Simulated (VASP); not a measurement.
A run of VASP 6.6.1 is set up as follows.

Contents of POSCAR:

```
TiCo
1.0
    0.0000000000      2.9874422231      2.9874422231
    2.9874422231      0.0000000000      2.9874422231
    2.9874422231      2.9874422231      0.0000000000
Ti Co
2 2
Direct
    0.0000000000      0.0000000000      0.0000000000
    0.5000000000      0.5000000000      0.5000000000
    0.2500000000      0.2500000000      0.2500000000
    0.7500000000      0.7500000000      0.7500000000
```

INCAR.step1

```
PREC = Accurate
ENCUT = 520
ISMEAR = 0
SIGMA = 0.05
LREAL = F
LASPH = T
NELM = 150
ISPIN = 2
MAGMOM = 0 0 1.5 -1.5
LMAXMIX = 4
NBANDS = 33
GGA = PE
ALGO = Normal
EDIFF = 1E-4
LWAVE = T
LCHARG = F
```

Contents of INCAR.step2:

```
PREC = Accurate
ENCUT = 520
EDIFF = 1E-6
ISMEAR = 0
SIGMA = 0.05
LREAL = F
LASPH = T
NELM = 150
ALGO = Normal
ISIF = 2
LWAVE = F
LCHARG = T
ISPIN = 2
MAGMOM = 0 0 1.5 -1.5
LORBIT = 11
LMAXMIX = 4
METAGGA = R2SCAN
LMIXTAU = T
LELF = T
LVHAR = T
NBANDS = 33
ISTART = 1
```

Contents of KPOINTS:

```
regular mesh
0
Gamma
  10 10 10
```

Potentials or basis: VASP PAW PBE potentials, release 64 (Ti_sv, Co).

Command:

```console
$ cat potpaw_PBE.64/Ti_sv/POTCAR potpaw_PBE.64/Co/POTCAR > POTCAR
$ cp INCAR.step1 INCAR
$ mpirun -np 1 vasp_std > vasp.out
$ cp INCAR.step2 INCAR
$ mpirun -np 1 vasp_std > vasp.out
```

Predict the band gap on the k mesh.

zero (filled and empty bands overlap).

Estimate the pressure.

-1.2 GPa.

What does it give for the site moments?

Ti +0.00; Co +1.23, -1.23 μB.

Estimate the net moment.

0.00 μB per cell.

Caveat: the PAW data sets were made with another functional, which shifts forces and pressure a little.
